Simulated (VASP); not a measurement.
Wanted: the native input for a VASP 6.6.1 run.

```
Task                   : single point
Functional             : PBE
Potentials or basis    : VASP PAW PBE potentials, release 64 (Sr_sv, Bi_d, C)
Cutoff                 : 520 eV
k mesh                 : 3 × 3 × 6
Occupations            : gaussian, width 0.1 eV
Spin                   : no spin polarisation
Dipole correction      : no
Further INCAR settings : ALGO = Normal; EDIFF = 1e-06; NBANDS = 32
```

The structure of Sr2BiC3 lies in POSCAR:

```
Sr2BiC3
1.0
    5.8835600245      0.0000000000      0.0000000000
   -2.9417800122      5.0953124459      0.0000000000
    0.0000000000      0.0000000000      4.2405527766
Sr Bi C
2 1 3
Direct
    0.3333333333      0.6666666667      0.0000000000
    0.6666666667      0.3333333333      0.0000000000
    0.0000000000      0.0000000000      0.0000000000
    0.5000000000      0.0000000000      0.5000000000
    0.5000000000      0.5000000000      0.5000000000
    0.0000000000      0.5000000000      0.5000000000
```

These files were run (other wordings do the same):

INCAR

```
SYSTEM = Sr2BiC3
PREC = Accurate
ENCUT = 520
EDIFF = 1E-6
ISMEAR = 0
SIGMA = 0.1
LREAL = .False.
LASPH = .True.
NELM = 80
ALGO = Normal
ISIF = 2
LWAVE = .False.
LCHARG = .True.
GGA = PE
LELF = .True.
LVHAR = .True.
NBANDS = 32
```

KPOINTS

```
regular mesh
0
Gamma
  3 3 6
  0 0 0
```

Potentials or basis: VASP PAW PBE potentials, release 64 (Sr_sv, Bi_d, C).

Run with:

```sh
$ cat potpaw_PBE.64/Sr_sv/POTCAR potpaw_PBE.64/Bi_d/POTCAR potpaw_PBE.64/C/POTCAR > POTCAR
$ mpirun -np 1 vasp_std > vasp.out
```

It gave:

The pressure is 0.3 GPa and the band gap on the k mesh is zero (an odd number of electrons rules out a gap without spin polarisation).

Caveat: the k points lie up to 0.41 Å⁻¹ apart, too coarse for converged energies and pressures of a metal; spin-orbit coupling is left out, which moves the levels of the heavy elements.

It took 38 s on 1 thread of Intel(R) Xeon(R) Platinum 8488C (Sapphire Rapids), with other jobs on the host, peak memory 0.27 GiB.
